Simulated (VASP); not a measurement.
# PC4 (Im-3m) in VASP: a series of runs

PC4 is run at these levels: PBE; tasks: single point.

Everything below comes from runs of VASP 6.6.1. Logs are shortened: lines on timing, memory, paths and dates and some standing lists are left out, and cuts for length are marked.

## (1) The cell of the first run

The structure is cubic, space group Im-3m (No. 229). The conventional cell has a = 4.355 Å, b = 4.355 Å, c = 4.355 Å, α = 90.00°, β = 90.00°, γ = 90.00°. P (site symmetry m-3m) has 8 C at 1.89 Å within 2.5 Å. Within 2.5 Å of C (site symmetry -3m) lie 2 P at 1.89 Å and 6 C at 2.18 Å.

## (2) Single point, PBE

The input, INCAR:

```
SYSTEM = PC4
ALGO = Normal
EDIFF = 1E-6
ENCUT = 520
GGA = PE
ISIF = 2
ISMEAR = 0
LASPH = .TRUE.
LCHARG = .FALSE.
LREAL = .FALSE.
LWAVE = .FALSE.
NBANDS = 18
NELM = 60
PREC = Accurate
SIGMA = 0.1
```

The input, KPOINTS:

```
k-points
0
G
  6 6 6
  0 0 0
```

The input, POSCAR:

```
PC4
1.0
   -2.1775283181      2.1775283181      2.1775283181
    2.1775283181     -2.1775283181      2.1775283181
    2.1775283181      2.1775283181     -2.1775283181
P C
1 4
Direct
    0.0000000000      0.0000000000      0.0000000000
    0.0000000000      0.0000000000      0.5000000000
    0.5000000000      0.0000000000      0.0000000000
    0.5000000000      0.5000000000      0.5000000000
    0.0000000000      0.5000000000      0.0000000000
```

Potentials or basis: VASP PAW PBE potentials, release 64 (P, C).

Command:

```
> cat potpaw_PBE.64/P/POTCAR potpaw_PBE.64/C/POTCAR > POTCAR
> mpirun -np 1 vasp_std > vasp.out
```

OUTCAR:

```text
SYSTEM = PC4
   EDIFF = 1E-6
   ENCUT = 520
   GGA = PE
   ISIF = 2
   ISMEAR = 0
   LASPH = .TRUE.
   LREAL = .FALSE.
   NELM = 60
   PREC = Accurate

 ion  position               nearest neighbor table
   1  0.000  0.000  0.000-   2 1.89   3 1.89   4 1.89   5 1.89   2 1.89   5 1.89   3 1.89   4 1.89

   2  0.000  0.000  0.500-   1 1.89   1 1.89
   3  0.500  0.000  0.000-   1 1.89   1 1.89
   4  0.500  0.500  0.500-   1 1.89   1 1.89
   5  0.000  0.500  0.000-   1 1.89   1 1.89

  LATTYP: Found a body centered cubic cell.
 ALAT       =     4.3550566362

  Lattice vectors:

 A1 = (  -2.1775283181,   2.1775283181,   2.1775283181)
 A2 = (   2.1775283181,  -2.1775283181,   2.1775283181)
 A3 = (   2.1775283181,   2.1775283181,  -2.1775283181)

Analysis of symmetry for initial positions (statically):
=====================================================================
 Subroutine PRICEL returns:
 Original cell was already a primitive cell.

 Routine SETGRP: Setting up the symmetry group for a
 body centered cubic supercell.

 Subroutine GETGRP returns: Found 48 space group operations
 (whereof 48 operations were pure point group operations)
 out of a pool of 48 trial point group operations.

The static configuration has the point symmetry O_h .

Analysis of symmetry for dynamics (positions and initial velocities):
=====================================================================
 Subroutine PRICEL returns:
 Original cell was already a primitive cell.

 Routine SETGRP: Setting up the symmetry group for a
 body centered cubic supercell.

 Subroutine GETGRP returns: Found 48 space group operations
 (whereof 48 operations were pure point group operations)
 out of a pool of 48 trial point group operations.

The dynamic configuration has the point symmetry O_h .

 Subroutine INISYM returns: Found 48 space group operations
 (whereof 48 operations are pure point group operations),
 and found     1 'primitive' translations

----------------------------------------------------------------------------------------

                                     Primitive cell

  volume of cell :      41.3001

[... 81 lines left out ...]
   LSORBIT =      F    spin-orbit coupling
   LASPH  =      T    aspherical Exc in radial PAW
   ENCUT  =  520.0 eV  38.22 Ry    6.18 a.u.   7.01  7.01  7.01*2*pi/ulx,y,z
   NELM   =     60;   NELMIN=  2; NELMDL= -5     # of ELM steps
   EDIFF  = 0.1E-05   stopping-criterion for ELM
   LREAL  =      F    real-space projection
   EDIFFG = 0.1E-04   stopping-criterion for IOM
   NSW    =      0    number of steps for IOM
   IBRION =     -1    ionic relax: 0-MD 1-quasi-New 2-CG
   NFREE  =      0    steps in history (QN), initial steepest desc. (CG)
   ISIF   =      2    stress and relaxation
   ISYM   =      2    0-nonsym 1-usesym 2-fastsym
   POTIM  = 0.5000    time-step for ionic-motion
   TEBEG  =    0.0;   TEEND  =   0.0 temperature during run
   PSTRESS=    0.0 pullay stress
   NELECT =      21.0000    total number of electrons
   NUPDOWN=      -1.0000    fix difference up-down
   EMIN   =  10.00;   EMAX   =-10.00  energy-range for DOS
   EFERMI =   0.00;   METHOD = LEGACY
   ISMEAR =     0;   SIGMA  =   0.10  broadening in eV -4-tet -1-fermi 0-gaus
   EFERMI_NEDOS =   21; number of points for ismear=-14 and -15
   IALGO  =     38    algorithm
   IMIX   =      4    mixing-type and parameters
     AMIX     =   0.40;   BMIX     =  1.00
     AMIX_MAG =   1.60;   BMIX_MAG =  1.00
  volume/ion in A,a.u.               =       8.26        55.74
  Fermi-wavevector in a.u.,A,eV,Ry     =   1.306665  2.469238 23.230211  1.707372
  Thomas-Fermi vector in A             =   2.437451
   LORBIT       =      0    0 simple, 1 ext, 2 COOP (PROOUT), +10 PAW based schemes
   GGA     = PE    functional components
   LHFCALC =     F    Hartree Fock is set to
   AEXX    =    0.0000 exact exchange contribution
   IVDW    =     0    specifies the selected vdW correction
   LEPSILON=     F    determine dielectric tensor
   LRPA    =     F    only Hartree local field effects (RPA)
 non-spin polarized calculation
 Gauss-broadening in eV      SIGMA  =   0.10
  energy-cutoff  :      520.00
  volume of cell :       41.30
 maximum number of plane-waves:      1144
   NGX = 13   NGY = 13   NGZ = 13

 number of electron      20.9999998 magnetization

 Free energy of the ion-electron system (eV)
  ---------------------------------------------------
  ext. energy  EPLUGINS =         0.00000000
  ---------------------------------------------------
  free energy    TOTEN  =       -26.82847167 eV

  energy without entropy =      -26.81221840  energy(sigma->0) =      -26.82034503

 E-fermi :   8.8799     XC(G=0): -12.1534

 val. band max:        8.8703304594   @ k =   0.3333   0.1667   0.1667
 cond. band min:       8.9543076220   @ k =   0.3333   0.1667   0.1667
 fundamental gap:      0.0839771626
 Fermi energy:         8.8798526293

 k-point     1 :       0.0000    0.0000    0.0000
  band No.  band energies     occupation
      1     -11.1066      2.00000
      2      -0.9500      2.00000
      3      -0.9500      2.00000
      4      -0.9500      2.00000
      5       0.5507      2.00000
      6       0.5507      2.00000
[... 313 lines left out ...]
      5       0.4898      2.00000
      6       0.4898      2.00000
[... 10 lines left out ...]
     17      14.5583      0.00000
     18      14.5583      0.00000

------------------------ aborting loop because EDIFF is reached ----------------------------------------

  FORCE on cell =-STRESS in cart. coord.  units (eV):
  Direction    XX          YY          ZZ          XY          YZ          ZX
  --------------------------------------------------------------------------------------
  -------------------------------------------------------------------------------------
  Total       -0.2175956     -0.2175956     -0.2175956      0.0000000      0.0000000     -0.0000000
  in kB       -8.4412995     -8.4412995     -8.4412995      0.0000000      0.0000000     -0.0000000
  external PRESSURE =      -8.4412995 kB  Pullay stress =       0.0000000 kB

 VOLUME and BASIS-vectors are now :
 -----------------------------------------------------------------------------
  energy-cutoff  :      520.00
  volume of cell :       41.30
      direct lattice vectors                 reciprocal lattice vectors
    -2.177528318  2.177528318  2.177528318     0.000000000  0.229618139  0.229618139
     2.177528318 -2.177528318  2.177528318     0.229618139  0.000000000  0.229618139
     2.177528318  2.177528318 -2.177528318     0.229618139  0.229618139  0.000000000

 POSITION                                       TOTAL-FORCE (eV/Angst)
 -----------------------------------------------------------------------------------
      0.00000      0.00000      0.00000         0.000000      0.000000     -0.000000
      1.08876      1.08876     -1.08876        -0.000000      0.000000     -0.000000
     -1.08876      1.08876      1.08876         0.000000     -0.000000     -0.000000
      1.08876      1.08876      1.08876        -0.000000     -0.000000      0.000000
      1.08876     -1.08876      1.08876         0.000000     -0.000000      0.000000
 -----------------------------------------------------------------------------------
    total drift:                                0.000000     -0.000000      0.000000

  FREE ENERGIE OF THE ION-ELECTRON SYSTEM (eV)
  ---------------------------------------------------
  free  energy   TOTEN  =       -26.8284716682 eV

  energy  without entropy=      -26.8122183995  energy(sigma->0) =      -26.82034503
```

It took 6.3 s on 1 thread of Intel Xeon 6975P-C (Granite Rapids), shared host; peak memory 0.15 GiB.

Results:

```
Free energy : -26.8285 eV
Pressure    : -0.8 GPa
```

Levels at points of the mesh, in eV from the Fermi level:
```
           k point  band 7  band 8  band 9  band 10  band 11  band 12  band 13  band 14
(0.00, 0.00, 0.00)   -8.33   -4.54   -4.54    -4.54    -3.14     3.01     3.01     3.01
(0.50, 0.00, 0.00)   -3.24   -2.58   -2.17    -2.14    -0.53     0.09     0.94     2.76
(0.50, 0.50, 0.50)   -3.91   -3.91   -3.91    -2.81     3.98     3.98     3.98     4.78
```

## (3) Single point, PBE

This run uses another cell than the first one, of 13.65 Å³/atom, 1.653 times its volume.

The input, INCAR:

```
ALGO = Normal ; EDIFF = 1E-6
ENCUT = 520 ; GGA = PE
ISIF = 2 ; ISMEAR = 0
LASPH = True ; LCHARG = True
LELF = True ; LREAL = False
LVHAR = True ; LWAVE = False
NBANDS = 18 ; NELM = 80
PREC = Accurate ; SIGMA = 0.1
```

The input, KPOINTS:

```
k-points
0
Gamma
  6 6 6
```

POSCAR, as its differences from that of step 2:

```diff
@@ -2,5 +2,5 @@
 1.0
-   -2.1775283181      2.1775283181      2.1775283181
-    2.1775283181     -2.1775283181      2.1775283181
-    2.1775283181      2.1775283181     -2.1775283181
+   -2.5745466700      2.5745466700      2.5745466700
+    2.5745466700     -2.5745466700      2.5745466700
+    2.5745466700      2.5745466700     -2.5745466700
 P C
```

Potentials or basis: VASP PAW PBE potentials, release 64 (P, C).

Command:

```
> cat potpaw_PBE.64/P/POTCAR potpaw_PBE.64/C/POTCAR > POTCAR
> mpirun -np 1 vasp_std > vasp.out
```

It took 11 s on 1 thread of Intel Xeon 6975P-C (Granite Rapids), shared host; peak memory 0.2 GiB.

The run converged. Its results:

| Item | Value |
| --- | --- |
| Free energy | -23.2308 eV |
| Pressure | -28.3 GPa |

Levels at points of the mesh, in eV from the Fermi level:
```tsv
k point	band 6	band 7	band 8	band 9	band 10	band 11	band 12	band 13	band 14	band 15
(0.00, 0.00, 0.00)	-5.83	-5.83	-4.67	-1.89	-1.89	-1.89	2.36	2.36	2.36	3.45
(0.50, 0.00, 0.00)	-5.65	-1.45	-1.19	-1.10	-0.39	-0.28	0.10	1.28	1.60	2.30
(0.50, 0.50, 0.50)	-4.05	-4.05	-1.53	-1.53	-1.53	2.80	2.80	2.80	2.93	2.93
```

## (4) Single point, PBE, collinear spin, ferromagnetic start

The input, INCAR:

```
ALGO = Normal ; EDIFF = 1E-7
ENCUT = 520 ; GGA = PE
ISIF = 2 ; ISMEAR = 0
ISPIN = 2 ; LASPH = True
LCHARG = False ; LORBIT = 11
LREAL = False ; LWAVE = False
MAGMOM = 0 1 1 1 1 ; NBANDS = 22
NELM = 150 ; PREC = Accurate
SIGMA = 0.1
```

KPOINTS is that of step 3.

POSCAR, as its differences from that of step 3:

```diff
@@ -2,5 +2,5 @@
 1.0
-   -2.5745466700      2.5745466700      2.5745466700
-    2.5745466700     -2.5745466700      2.5745466700
-    2.5745466700      2.5745466700     -2.5745466700
+   -2.1775283181      2.1775283181      2.1775283181
+    2.1775283181     -2.1775283181      2.1775283181
+    2.1775283181      2.1775283181     -2.1775283181
 P C
```

Command:

```
> cat potpaw_PBE.64/P/POTCAR potpaw_PBE.64/C/POTCAR > POTCAR
> mpirun -np 1 vasp_std > vasp.out
```

Run time: 17 s. Hardware: 1 thread of Intel Xeon 6975P-C (Granite Rapids), shared host; peak memory 0.17 GiB.

The run converged. Its results:

| Item | Value |
| --- | --- |
| Free energy | -26.8285 eV |
| Pressure | -0.8 GPa |
| Net moment | 0.00 μB per cell |
| Valence electrons inside the program's atomic spheres | P 2.25; C 2.24 |

Levels at points of the mesh, in eV from the Fermi level:
Spin up:
```
           k point  band 6  band 7  band 8  band 9  band 10  band 11  band 12  band 13  band 14  band 15
(0.00, 0.00, 0.00)   -8.33   -8.33   -4.54   -4.54    -4.54    -3.14     3.01     3.01     3.01     4.73
(0.50, 0.00, 0.00)   -8.43   -3.24   -2.58   -2.17    -2.14    -0.53     0.09     0.94     2.76     4.83
(0.50, 0.50, 0.50)   -8.39   -3.91   -3.91   -3.91    -2.81     3.98     3.98     3.98     4.78     4.78
```
Spin down:
```csv
k point,band 7,band 8,band 9,band 10,band 11,band 12,band 13,band 14
"(0.00, 0.00, 0.00)",-8.33,-4.54,-4.54,-4.54,-3.14,3.01,3.01,3.01
"(0.50, 0.00, 0.00)",-3.24,-2.58,-2.17,-2.14,-0.53,0.09,0.94,2.76
"(0.50, 0.50, 0.50)",-3.91,-3.91,-3.91,-2.81,3.98,3.98,3.98,4.78
```

## (5) Single point, PBE

This run uses another cell than the first one, of 8.29 Å³/atom, 1.003 times its volume.

The input, INCAR:

```
PREC = Accurate
ENCUT = 520
EDIFF = 1E-6
ISMEAR = 0
SIGMA = 0.1
LREAL = False
LASPH = True
NELM = 80
ALGO = Normal
ISIF = 2
LWAVE = False
LCHARG = False
GGA = PE
NBANDS = 18
```

The input, KPOINTS:

```
Automatic mesh
0
Gamma
  12 12 12
```

POSCAR, as its differences from that of step 4:

```diff
@@ -2,5 +2,5 @@
 1.0
-   -2.1775283181      2.1775283181      2.1775283181
-    2.1775283181     -2.1775283181      2.1775283181
-    2.1775283181      2.1775283181     -2.1775283181
+   -2.1797854199      2.1797854199      2.1797854199
+    2.1797854199     -2.1797854199      2.1797854199
+    2.1797854199      2.1797854199     -2.1797854199
 P C
```

Command:

```
> cat potpaw_PBE.64/P/POTCAR potpaw_PBE.64/C/POTCAR > POTCAR
> mpirun -np 1 vasp_std > vasp.out
```

Run time: 19 s. Hardware: 1 thread of Intel Xeon 6975P-C (Granite Rapids), shared host; peak memory 0.18 GiB.

It converged, with:

| Quantity | Value |
| --- | --- |
| Free energy | -26.9155 eV |
| Pressure | -0.5 GPa |

Levels at points of the mesh, in eV from the Fermi level:
```csv
k point,band 7,band 8,band 9,band 10,band 11,band 12,band 13,band 14,band 15,band 16
"(0.00, 0.00, 0.00)",-8.18,-4.38,-4.38,-4.38,-2.97,3.15,3.15,3.15,4.91,4.91
"(0.50, 0.00, 0.00)",-3.09,-2.43,-2.01,-1.99,-0.39,0.23,1.08,2.89,4.96,4.98
"(0.50, 0.50, 0.50)",-3.75,-3.75,-3.75,-2.70,4.11,4.11,4.11,4.95,4.95,4.95
```

## (6) Summary

```tsv
spin	cell	k mesh	gap on the mesh (eV)	pressure (GPa)
off	a = 3.772 Å, angles 109.5°, 5 atoms	6 × 6 × 6	none	-0.8
off	a = 4.459 Å, angles 109.5°, 5 atoms	6 × 6 × 6	none	-28.3
collinear, ferromagnetic start	a = 3.772 Å, angles 109.5°, 5 atoms	6 × 6 × 6	none	-0.8
off	a = 3.775 Å, angles 109.5°, 5 atoms	12 × 12 × 12	none	-0.5
```

Alike in all rows: task single point; level PBE; potentials or basis VASP PAW PBE potentials, release 64 (P, C); cutoff (eV) 520; smearing gaussian 0.1 eV.

Total energies depend on the potentials used, so only differences within one code and one set of settings carry meaning.
